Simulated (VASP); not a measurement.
Wanted: the native input for a VASP 6.6.1 run.

```yaml
Task: single point
Functional: PBE
Potentials_or_basis: VASP PAW PBE potentials, release 64 (Be, Zn, Se)
Cutoff: 520 eV
k_mesh: 8 × 8 × 8
Occupations: gaussian, width 0.02 eV
Spin: no spin polarisation
Dipole_correction: no
Further_INCAR_settings: ALGO = Normal; EDIFF = 1e-06; NBANDS = 41
```

The structure of BeZn3Se4 lies in POSCAR:

```
BeZn3Se4
1.0
   -2.7408568323      2.7408568323      5.4621486797
    2.7408568323     -2.7408568323      5.4621486797
    2.7408568323      2.7408568323     -5.4621486797
Be Zn Se
1 3 4
Direct
    0.0000000000      0.0000000000      0.0000000000
    0.2500000000      0.7500000000      0.5000000000
    0.7500000000      0.2500000000      0.5000000000
    0.5000000000      0.5000000000      0.0000000000
    0.3502662388      0.8852665039      0.0000000000
    0.1147334961      0.1147334961      0.4649997349
    0.6497337612      0.6497337612      0.5350002651
    0.8852665039      0.3502662388      0.0000000000
```

This cell differs from its parent crystal: volume scaled by 0.94, then relaxed in part.

The input as run:

INCAR

```
SYSTEM = BeZn3Se4
PREC = Accurate
ENCUT = 520
EDIFF = 1E-6
ISMEAR = 0
SIGMA = 0.02
LREAL = .FALSE.
LASPH = .TRUE.
NELM = 80
ALGO = Normal
ISIF = 2
LWAVE = .FALSE.
LCHARG = .FALSE.
GGA = PE
NBANDS = 41
```

KPOINTS

```
regular mesh
0
G
  8 8 8
  0 0 0
```

Potentials or basis: VASP PAW PBE potentials, release 64 (Be, Zn, Se).

The run is started by

```console
$ cat potpaw_PBE.64/Be/POTCAR potpaw_PBE.64/Zn/POTCAR potpaw_PBE.64/Se/POTCAR > POTCAR
$ mpirun -np 1 vasp_std > vasp.out
```

It gave:

```json
{"Pressure": "4.6 GPa", "Largest force": "0.016 eV/Å", "Band gap on the k mesh": "2.03 eV, direct"}
```

Run time: 14 min on 1 thread of Intel(R) Xeon(R) Platinum 8259CL CPU @ 2.50GHz (Skylake/Cascade Lake) (shared host), peak memory 0.54 GiB.
